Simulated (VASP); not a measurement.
Here is a VASP 6.6.1 calculation.

File INCAR:

```
SYSTEM = AgBr
PREC = Accurate
ENCUT = 550
EDIFF = 1E-8
ISMEAR = 0
SIGMA = 0.01
LREAL = .FALSE.
LASPH = .TRUE.
NELM = 120
ALGO = Normal
ISIF = 2
LWAVE = .FALSE.
LCHARG = .TRUE.
METAGGA = R2SCAN
LMIXTAU = .TRUE.
IBRION = 6
NFREE = 2
POTIM = 0.015
NSW = 1
GGA_COMPAT = .FALSE.
```

File KPOINTS:

```
Automatic mesh
0
G
  8 8 8
  0 0 0
```

File POSCAR:

```
AgBr
1.0
    2.8235851708      2.8235851708      0.0000000000
   -2.8235851708      2.8235851708      0.0000000000
    0.0000000000      2.8235851708      2.8235851708
Ag Br
1 1
Direct
    0.0000000000      0.0000000000      0.0000000000
    0.5000000000      0.5000000000      0.0000000000
```

Potentials or basis: VASP PAW PBE potentials, release 64 (Ag, Br).

The run is started by

```console
$ cat potpaw_PBE.64/Ag/POTCAR potpaw_PBE.64/Br/POTCAR > POTCAR
$ mpirun -np 1 vasp_std > vasp.out
```

Task: Estimate the highest phonon frequency at Γ, LO-TO splitting left out.

Result: 106 cm⁻¹.

Phonon frequencies in cm⁻¹ (negative: imaginary):
```
              q point        frequencies
(0.000, 0.000, 0.000)  0 0 0 106 106 106
```

Caveat: the cell stands under pressure or tension, which shifts response properties.
